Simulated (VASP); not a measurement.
Set up this calculation in VASP 6.6.1, as the native input.

```yaml
Task: single point
Functional: PBE
Potentials_or_basis: VASP PAW PBE potentials, release 64 (O, H, C)
Cutoff: 520 eV
k_mesh: 1 × 1 × 1
Occupations: fermi-dirac, width 0.02 eV
Spin: no spin polarisation
Dipole_correction: no
Further_INCAR_settings: LREAL = Auto; ALGO = Normal; EDIFF = 1e-06; NBANDS = 50
```

The structure of H14CO8 lies in POSCAR:

```
H14CO8
1.0
    6.0248970000      0.0000000000      0.0000000000
    0.0000000000      6.0248970000      0.0000000000
    0.0000000000      0.0000000000      6.0248970000
O H C
8 14 1
Direct
    0.4673108934      0.9531283273      0.7663035567
    0.8748863259      0.0273033713      0.4139655831
    0.9801993295      0.3361219287      0.8378400494
    0.4111771537      0.1286329044      0.3133165596
    0.3076567118      0.5716280295     -0.0785075662
   -0.0398513037     -0.0737771949      0.9970626884
    0.6320937935      0.4476923008      0.5594452486
    0.7220206420      0.6238612876      0.2348421890
    0.5417520001      1.0240175060      0.8780731023
    0.5685574376      0.9637177200      0.6361934486
    0.9989714347      0.0236186610      0.5163905707
    0.9006295045     -0.0243821596      0.2531661537
    1.1244175627      0.3654668287      0.8826043001
    0.9299578067      0.4939171574      0.8083291714
    0.5107141251      0.0097595029      0.2619131912
    0.2824778581      0.0425567441      0.2877061633
    0.3865626251      0.7179541825     -0.1412140324
    0.3852016059      0.5742006876      0.0731464787
   -0.0620425544      0.0858105956      0.9389206156
    0.0349051610     -0.1639862059      0.8850275781
    0.5194943582      0.3520724089      0.4787633714
    0.9315511950      0.5667482780      0.5035770736
    0.7614072075      0.5605241052      0.4323061456
```

These files were run (other wordings do the same):

INCAR

```
SYSTEM = H14CO8
ALGO = Normal ; EDIFF = 1E-6
ENCUT = 520 ; GGA = PE
ISIF = 2 ; ISMEAR = -1
LASPH = .TRUE. ; LCHARG = .FALSE.
LREAL = Auto ; LWAVE = .FALSE.
NBANDS = 50 ; NELM = 100
PREC = Accurate ; SIGMA = 0.02
```

KPOINTS

```
k-points
0
G
  1 1 1
  0 0 0
```

Potentials or basis: VASP PAW PBE potentials, release 64 (O, H, C).

Command:

```bash
$ cat potpaw_PBE.64/O/POTCAR potpaw_PBE.64/H/POTCAR potpaw_PBE.64/C/POTCAR > POTCAR
$ mpirun -np 1 vasp_gam > vasp.out
```

It gave:

| Item | Value |
| --- | --- |
| Pressure | 1.1 GPa |
| Largest force | 4.287 eV/Å |

Caveat: the k points lie up to 1.04 Å⁻¹ apart.

It took 33 s on 1 thread of AMD EPYC 7R13, on a shared host, peak memory 0.28 GiB.
